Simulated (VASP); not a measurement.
A run of VASP 6.6.1 is set up as follows.

File POSCAR:

```
Cu
1.0
    0.0000000000      1.7884399356      1.7884399356
    1.7884399356      0.0000000000      1.7884399356
    1.7884399356      1.7884399356      0.0000000000
Cu
1
Direct
    0.0000000000      0.0000000000      0.0000000000
```

The input INCAR.step1:

```
ALGO = Normal ; EDIFF = 1E-4
ENCUT = 520 ; GGA = PE
ISMEAR = 0 ; LASPH = T
LCHARG = F ; LREAL = F
LWAVE = T ; NBANDS = 12
NELM = 80 ; PREC = Accurate
SIGMA = 0.1
```

Contents of INCAR.step2:

```
ALGO = Normal ; EDIFF = 1E-6
ENCUT = 520 ; ISIF = 2
ISMEAR = 0 ; ISTART = 1
LASPH = T ; LCHARG = T
LELF = T ; LMIXTAU = T
LREAL = F ; LVHAR = T
LWAVE = F ; METAGGA = R2SCAN
NBANDS = 12 ; NELM = 80
PREC = Accurate ; SIGMA = 0.1
```

KPOINTS

```
k-points
0
Gamma
  20 20 20
```

Potentials or basis: VASP PAW PBE potentials, release 64 (Cu).

The run is started by

```sh
$ cat potpaw_PBE.64/Cu/POTCAR > POTCAR
$ cp INCAR.step1 INCAR
$ mpirun -np 1 vasp_std > vasp.out
$ cp INCAR.step2 INCAR
$ mpirun -np 1 vasp_std > vasp.out
```

Problem. What does it give for the band gap on the k mesh?

Solution. Zero (an odd number of electrons rules out a gap without spin polarisation).

Problem. Predict the pressure.

Solution. 0.5 GPa.

Caveat: the PAW data sets were made with another functional, which shifts forces and pressure a little.
